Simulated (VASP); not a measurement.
Runs of VASP 6.6.1 on NbAs. The structure is cubic, space group F-43m (No. 216). Conventional cell: a = 5.745 Å, b = 5.745 Å, c = 5.745 Å, α = 90.00°, β = 90.00°, γ = 90.00°. Nb (site symmetry -43m) has 4 As at 2.49 Å within 3.3 Å. Within 3.3 Å of As (site symmetry -43m) lie 4 Nb at 2.49 Å. 

| level | spin | fixed moment (μB) | gap on the mesh (eV) | pressure (GPa) | moment (μB) |
| --- | --- | --- | --- | --- | --- |
| PBEsol | collinear | 1.75 | - | 4.5 | 1.75 |
| r2SCAN | off | - | none | 2.3 | - |
| PBEsol | collinear | 1.25 | - | 2.5 | 1.25 |
| PBEsol | collinear | 1.5 | - | 3.5 | 1.50 |
| PBEsol | collinear | 1.0 | - | (b) | 1.00 |
| PBEsol | collinear | 2.0 | - | (a) | 2.00 |
| r2SCAN | collinear | - | none | 2.3 | 0.00 |

Alike in all rows: task single point; potentials or basis VASP PAW PBE potentials, release 64 (Nb_sv, As); cell as given; k mesh 12 × 12 × 12; cutoff (eV) 520; smearing gaussian 0.1 eV.

Task: Fill in the values left out.

Result: (a) 5.9; (b) 1.7.

Caveats: the PAW data sets were made with another functional, which shifts forces and pressure a little; the total moment is fixed, so each spin has its own Fermi level (at least some runs); the cell stands under pressure (at least some runs).

A k mesh can miss the band edges, and the runs leave out spin-orbit coupling on As, Nb.

A gap of «none» marks levels without a gap at the run's occupations.
